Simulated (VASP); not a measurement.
Crystal: SmNb.

```xyz
2
Lattice="3.5134 0.0000 0.0000 0.0000 3.5134 0.0000 0.0000 0.0000 3.5134" Properties=species:S:1:pos:R:3 pbc="T T T"
Sm    0.0000    0.0000    0.0000
Nb    1.7567    1.7567    1.7567
```

The cell was built from a structure type or drawn by symmetry, and may not be a known phase.

```yaml
Program: VASP 6.6.1
Task: relaxation of cell and atoms
Functional: PBE
Potentials_or_basis: VASP PAW PBE potentials, release 64 (Sm_3, Nb_sv), 4f in core
Cutoff: 500 eV
k_mesh: 6 × 6 × 6
Occupations: gaussian, width 0.2 eV
Spin: no spin polarisation
```

At the start: pressure 8.4 GPa; volume 21.68 Å³/atom.

Q: Where does the relaxation end?

A: Over 3 steps the energy falls by 56.4 meV/atom and the volume is 24.02 Å³/atom (+10.8 %); space group Pm-3m (No. 221, to 0.1 Å) before and after.

The path:
```
step  energy change (eV)  largest force (eV/Å)  pressure (GPa)  volume (Å³)
   1              0.0000                0.0000            8.39        43.37
   2             -0.0796                0.0000           -3.58        50.90
   3             -0.1127                0.0000            0.01        48.04
```

Final structure:
```
Sm Nb
1.0
     3.63513    0.00000    0.00000
     0.00000    3.63513    0.00000
     0.00000    0.00000    3.63513
Sm Nb
1 1
Cartesian
  0.0000 0.0000 0.0000
  1.8176 1.8176 1.8176
```
